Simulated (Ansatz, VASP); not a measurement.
# Two plane-wave programs on GaP

```xyz
4
Lattice="1.9430 1.1218 6.4308 -1.9430 1.1218 6.4308 0.0000 -2.2436 6.4308" Properties=species:S:1:pos:R:3 pbc="T T T"
Ga    0.0000    0.0000    8.3994
Ga    0.0000    0.0000   10.8930
P     0.0000    0.0000    1.1072
P     0.0000    0.0000   18.1853
```

Alike in both runs: task single point; functional PBE; k mesh 12 × 12 × 12; occupations methfessel-paxton of order 1, width 0.09 eV; no spin polarisation.

|  | VASP | Ansatz |
| --- | --- | --- |
| version | VASP 6.6.1 | Ansatz 0.2.0 |
| potentials or method | VASP PAW PBE potentials, release 64 (Ga_d, P), cutoff 520 eV | scalar-relativistic, plane waves, PAW |
| valence electrons in the cell | 36 | 36 |

```tsv
	VASP	Ansatz	Ansatz less VASP
gap on the k mesh at the Fermi level (eV)	0.84	0.83	-0.008
least direct gap on the mesh (eV)	1.12	1.12	+0.007
pressure (GPa)	0.0	0.0	+0.02
traceless stress, the component that is largest in VASP (GPa)	0.08	0.15	+0.067
rms of the force components (eV/Å)	0.023	0.031	+0.0075
```

Atom by atom the forces differ by 0.016 eV/Å (rms over components).
